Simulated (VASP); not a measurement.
# MgS (Fm-3m) in VASP: further runs

The runs below take MgS through relaxation of cell and atoms, with PBEsol.

Everything below comes from runs of VASP 6.6.1. Logs are shortened: lines on timing, memory, paths and dates and some standing lists are left out, and cuts for length are marked.

## 1. The cell of the first run

It takes space group Fm-3m (No. 225, cubic). The conventional cell has a = 5.182 Å, b = 5.182 Å, c = 5.182 Å, α = 90.00°, β = 90.00°, γ = 90.00°. Within 3.4 Å of Mg (site symmetry m-3m) lie 6 S at 2.59 Å. Within 3.4 Å of S (site symmetry m-3m) lie 6 Mg at 2.59 Å.

## 2. Relaxation of cell and atoms, PBEsol, target pressure 7 GPa, at which the enthalpy is minimised

Input file INCAR:

```
SYSTEM = MgS
  PREC = Accurate
  ENCUT = 600
  EDIFF = 1E-7
  ISMEAR = 0
  SIGMA = 0.01
  LREAL = .False.
  LASPH = .True.
  NELM = 80
  ALGO = Normal
  ISIF = 3
  LWAVE = .False.
  LCHARG = .False.
  GGA = PS
  IBRION = 2
  NSW = 100
  EDIFFG = -0.002
  PSTRESS = 70.0
```

Input file KPOINTS:

```
Automatic mesh
0
Gamma
  8 8 8
  0 0 0
```

Input file POSCAR:

```
MgS
1.0
    2.5909610208      2.5909610208      0.0000000000
   -2.5909610208      2.5909610208      0.0000000000
    0.0000000000      2.5909610208      2.5909610208
Mg S
1 1
Direct
    0.0000000000      0.0000000000      0.0000000000
    0.5000000000      0.5000000000      0.0000000000
```

Potentials or basis: VASP PAW PBE potentials, release 64 (Mg, S).

On the command line:

```console
cat potpaw_PBE.64/Mg/POTCAR potpaw_PBE.64/S/POTCAR > POTCAR
mpirun -np 1 vasp_std > vasp.out
```

OUTCAR:

```text
SYSTEM = MgS
   PREC = Accurate
   ENCUT = 600
   EDIFF = 1E-7
   ISMEAR = 0
   LREAL = .False.
   LASPH = .True.
   NELM = 80
   ISIF = 3
   GGA = PS
   IBRION = 2
   NSW = 100
   EDIFFG = -0.002
   PSTRESS = 70.0

 ion  position               nearest neighbor table
   1  0.000  0.000  0.000-   2 2.59   2 2.59   2 2.59   2 2.59   2 2.59   2 2.59
   2  0.500  0.500  0.000-   1 2.59   1 2.59   1 2.59   1 2.59   1 2.59   1 2.59

  LATTYP: Found a face centered cubic cell.
 ALAT       =     5.1819220416

  Lattice vectors:

 A1 = (   0.0000000000,   2.5909610208,   2.5909610208)
 A2 = (   2.5909610208,   0.0000000000,   2.5909610208)
 A3 = (   2.5909610208,   2.5909610208,   0.0000000000)

Analysis of symmetry for initial positions (statically):
=====================================================================
 Subroutine PRICEL returns:
 Original cell was already a primitive cell.

 Routine SETGRP: Setting up the symmetry group for a
 face centered cubic supercell.

 Subroutine GETGRP returns: Found 48 space group operations
 (whereof 48 operations were pure point group operations)
 out of a pool of 48 trial point group operations.

The static configuration has the point symmetry O_h .

Analysis of symmetry for dynamics (positions and initial velocities):
=====================================================================
 Subroutine PRICEL returns:
 Original cell was already a primitive cell.

 Routine SETGRP: Setting up the symmetry group for a
 face centered cubic supercell.

 Subroutine GETGRP returns: Found 48 space group operations
 (whereof 48 operations were pure point group operations)
 out of a pool of 48 trial point group operations.

The dynamic configuration has the point symmetry O_h .

 Subroutine INISYM returns: Found 48 space group operations
 (whereof 48 operations are pure point group operations),
 and found     1 'primitive' translations

----------------------------------------------------------------------------------------

                                     Primitive cell

  volume of cell :      34.7867

  direct lattice vectors                    reciprocal lattice vectors
     2.590961021  2.590961021  0.000000000     0.192978588  0.192978588 -0.192978588
    -2.590961021  2.590961021  0.000000000    -0.192978588  0.192978588 -0.192978588
     0.000000000  2.590961021  2.590961021     0.000000000  0.000000000  0.385957176

  length of vectors
     3.664172215  3.664172215  3.664172215     0.334248720  0.334248720  0.385957176

  position of ions in fractional coordinates (direct lattice)
     0.000000000  0.000000000  0.000000000
     0.500000000  0.500000000  0.000000000

  ion indices of the primitive-cell ions
   primitive index   ion index
                 1           1
                 2           2

----------------------------------------------------------------------------------------

 KPOINTS: Automatic mesh

Automatic generation of k-mesh.
 Grid dimensions read from file:
 generate k-points for:    8    8    8

 Generating k-lattice:

  Cartesian coordinates                     Fractional coordinates (reciprocal lattice)
     0.024122324  0.024122324 -0.024122324     0.125000000  0.000000000  0.000000000
    -0.024122324  0.024122324 -0.024122324     0.000000000  0.125000000  0.000000000
     0.000000000  0.000000000  0.048244647     0.000000000  0.000000000  0.125000000

  Length of vectors
     0.041781090  0.041781090  0.048244647

  Shift w.r.t. Gamma in fractional coordinates (k-lattice)
     0.000000000  0.000000000  0.000000000

 Subroutine IBZKPT returns following result:
 ===========================================

 Found     29 irreducible k-points:

 Following reciprocal coordinates:
            Coordinates               Weight
  0.000000  0.000000  0.000000      1.000000
  0.125000  0.000000  0.000000      8.000000
  0.250000  0.000000  0.000000      8.000000
  0.375000  0.000000  0.000000      8.000000
  0.500000  0.000000  0.000000      4.000000
  0.125000  0.125000  0.000000     12.000000
[... 16 lines left out ...]
  0.375000  0.250000  0.125000     48.000000
  0.500000  0.250000  0.125000     24.000000
 [... further k-points ...]
   k-points           NKPTS =     29   k-points in BZ     NKDIM =     29   number of bands    NBANDS=      8
   number of dos      NEDOS =    301   number of ions     NIONS =      2
   total plane-waves  NPLWV =  27000
   dimension x,y,z NGX =    30 NGY =   30 NGZ =   30
   dimension x,y,z NGXF=    60 NGYF=   60 NGZF=   60
   ions per type =               1   1
   NGX,Y,Z   is equivalent  to a cutoff of  13.61, 13.61, 13.61 a.u.
   NGXF,Y,Z  is equivalent  to a cutoff of  27.22, 27.22, 27.22 a.u.
 SYSTEM =  MgS
   PREC   = accura    normal or accurate (medium, high low for compatibility)
   ISTART =      0    job   : 0-new  1-cont  2-samecut
   ICHARG =      2    charge: 1-file 2-atom 10-const
   ISPIN  =      1    spin polarized calculation?
   LNONCOLLINEAR =      F non collinear calculations
   LSORBIT =      F    spin-orbit coupling
   LASPH  =      T    aspherical Exc in radial PAW
   ENCUT  =  600.0 eV  44.10 Ry    6.64 a.u.   7.32  7.32  7.32*2*pi/ulx,y,z
   NELM   =     80;   NELMIN=  2; NELMDL= -5     # of ELM steps
   EDIFF  = 0.1E-06   stopping-criterion for ELM
   LREAL  =      F    real-space projection
   EDIFFG = -.2E-02   stopping-criterion for IOM
   NSW    =    100    number of steps for IOM
   IBRION =      2    ionic relax: 0-MD 1-quasi-New 2-CG
   NFREE  =      1    steps in history (QN), initial steepest desc. (CG)
   ISIF   =      3    stress and relaxation
   ISYM   =      2    0-nonsym 1-usesym 2-fastsym
   POTIM  = 0.5000    time-step for ionic-motion
   TEBEG  =    0.0;   TEEND  =   0.0 temperature during run
   PSTRESS=   70.0 pullay stress
   NELECT =       8.0000    total number of electrons
   NUPDOWN=      -1.0000    fix difference up-down
   EMIN   =  10.00;   EMAX   =-10.00  energy-range for DOS
   EFERMI =   0.00;   METHOD = LEGACY
   ISMEAR =     0;   SIGMA  =   0.01  broadening in eV -4-tet -1-fermi 0-gaus
   EFERMI_NEDOS =   21; number of points for ismear=-14 and -15
   IALGO  =     38    algorithm
   IMIX   =      4    mixing-type and parameters
     AMIX     =   0.40;   BMIX     =  1.00
     AMIX_MAG =   1.60;   BMIX_MAG =  1.00
  volume/ion in A,a.u.               =      17.39       117.38
  Fermi-wavevector in a.u.,A,eV,Ry     =   1.002999  1.895394 13.687563  1.006008
  Thomas-Fermi vector in A             =   2.135523
   LORBIT       =      0    0 simple, 1 ext, 2 COOP (PROOUT), +10 PAW based schemes
   GGA     = PS    functional components
   LHFCALC =     F    Hartree Fock is set to
   AEXX    =    0.0000 exact exchange contribution
   IVDW    =     0    specifies the selected vdW correction
   LEPSILON=     F    determine dielectric tensor
   LRPA    =     F    only Hartree local field effects (RPA)
 conjugate gradient relaxation of ions
 non-spin polarized calculation
 Gauss-broadening in eV      SIGMA  =   0.01
  energy-cutoff  :      600.00
  volume of cell :       34.79
 maximum number of plane-waves:      1211
 NGX is ok and might be reduce to    30
   NGX = 15   NGY = 15   NGZ = 15

--------------------------------------- Ionic step        1  -------------------------------------------

 number of electron       8.0000000 magnetization

 Free energy of the ion-electron system (eV)
  ---------------------------------------------------
  ext. energy  EPLUGINS =         0.00000000
  ---------------------------------------------------
  free energy    TOTEN  =        -9.07550434 eV

  energy without entropy =       -9.07550434  energy(sigma->0) =       -9.07550434

 E-fermi :   3.8602     XC(G=0):  -9.8878

 val. band max:        3.7861000696   @ k =   0.0000   0.0000   0.0000
 cond. band min:       6.5158854834   @ k =   0.5000   0.5000   0.0000
 fundamental gap:      2.7297854138
 Fermi energy:         3.8601928616

 k-point     1 :       0.0000    0.0000    0.0000
  band No.  band energies     occupation
      1      -8.9684      2.00000
      2       3.7861      2.00000
      3       3.7861      2.00000
      4       3.7861      2.00000
      5       7.4765      0.00000
      6      11.6321      0.00000
      7      11.6321      0.00000
      8      11.6321      0.00000

 k-point     2 :       0.1250    0.0000    0.0000
  band No.  band energies     occupation
      1      -8.8126      2.00000
      2       2.7083      2.00000
      3       3.6804      2.00000
      4       3.6804      2.00000
      5       8.2815      0.00000
      6      11.3138      0.00000
      7      11.8902      0.00000
      8      11.8902      0.00000
[... 309 lines left out ...]
  FREE ENERGIE OF THE ION-ELECTRON SYSTEM (eV)
  ---------------------------------------------------
  free  energy   TOTEN  =        -8.9579602116 eV

  energy  without entropy=       -8.9579602116  energy(sigma->0) =       -8.95796021

  enthalpy is  TOTEN    =        -7.6029191425 eV   P V=        1.3550410691

--------------------------------------- Ionic step        3  -------------------------------------------

 number of electron       8.0000000 magnetization

 Free energy of the ion-electron system (eV)
  ---------------------------------------------------
  ext. energy  EPLUGINS =         0.00000000
  ---------------------------------------------------
  free energy    TOTEN  =        -9.02366363 eV

  energy without entropy =       -9.02366363  energy(sigma->0) =       -9.02366363

 E-fermi :   4.6477     XC(G=0): -10.2158

 val. band max:        4.5238081935   @ k =   0.0000   0.0000   0.0000
 cond. band min:       7.4101010716   @ k =   0.5000   0.5000   0.0000
 fundamental gap:      2.8862928782
 Fermi energy:         4.6477443417

 k-point     1 :       0.0000    0.0000    0.0000
  band No.  band energies     occupation
      1      -8.7118      2.00000
      2       4.5238      2.00000
      3       4.5238      2.00000
      4       4.5238      2.00000
      5       8.8643      0.00000
      6      12.3026      0.00000
      7      12.3026      0.00000
      8      12.3026      0.00000

 k-point     2 :       0.1250    0.0000    0.0000
  band No.  band energies     occupation
      1      -8.5364      2.00000
      2       3.3917      2.00000
      3       4.3993      2.00000
      4       4.3993      2.00000
      5       9.6134      0.00000
      6      12.0719      0.00000
      7      12.5993      0.00000
      8      12.5993      0.00000
[... 264 lines left out ...]
 POSITION                                       TOTAL-FORCE (eV/Angst)
 -----------------------------------------------------------------------------------
      0.00000      2.52452      2.52452         0.000000     -0.000000      0.000000
      0.00000      2.52452      0.00000        -0.000000      0.000000      0.000000
 -----------------------------------------------------------------------------------
    total drift:                               -0.000000      0.000000      0.000000

  FREE ENERGIE OF THE ION-ELECTRON SYSTEM (eV)
  ---------------------------------------------------
  free  energy   TOTEN  =        -9.0236636252 eV

  energy  without entropy=       -9.0236636252  energy(sigma->0) =       -9.02366363

  enthalpy is  TOTEN    =        -7.6177684015 eV   P V=        1.4058952237

 reached required accuracy - stopping structural energy minimisation
```

It took 14 s on 1 thread of Intel Xeon 6975P-C (Granite Rapids), shared host; peak memory 0.17 GiB.

Results:

```yaml
Free_energy: -9.0237 eV
Relaxed_volume: 16.09 Å³/atom
Relaxed_cell: a = 3.570 Å, b = 3.570 Å, c = 3.570 Å, α = 60.00°, β = 60.00°, γ = 90.00°
Space_group_after_relaxing_to_0.05_Å: Fm-3m (No. 225)
Energy_change_on_relaxing_the_enthalpy_is_what_falls: +25.9 meV/atom
Ionic_steps: 3
Pressure_after_relaxing: 7.0 GPa
Band_gap_on_the_k_mesh: 2.89 eV, indirect (least direct gap 4.34 eV)
```

Step by step:
| step | energy change (eV) | largest force (eV/Å) | pressure (GPa) | volume (Å³) |
| --- | --- | --- | --- | --- |
| 1 | 0.0000 | 0.0000 | -0.17 | 34.79 |
| 2 | 0.1175 | 0.0000 | 11.22 | 31.01 |
| 3 | 0.0518 | 0.0000 | 7.00 | 32.18 |

Final structure:
```
Mg S
1.0
     2.52452    2.52452    0.00000
    -2.52452    2.52452    0.00000
     0.00000    2.52452    2.52452
Mg S
1 1
Direct
  0.00000 0.00000 0.00000
  0.50000 0.50000 0.00000
```

Caveat: the cell is relaxed towards a set pressure, so the enthalpy falls and the energy may rise; the PAW data sets were made with another functional, which shifts forces and pressure a little. As with any semilocal functional, this PBEsol gap is likely too small.

(Continued in part 2 of 2.)
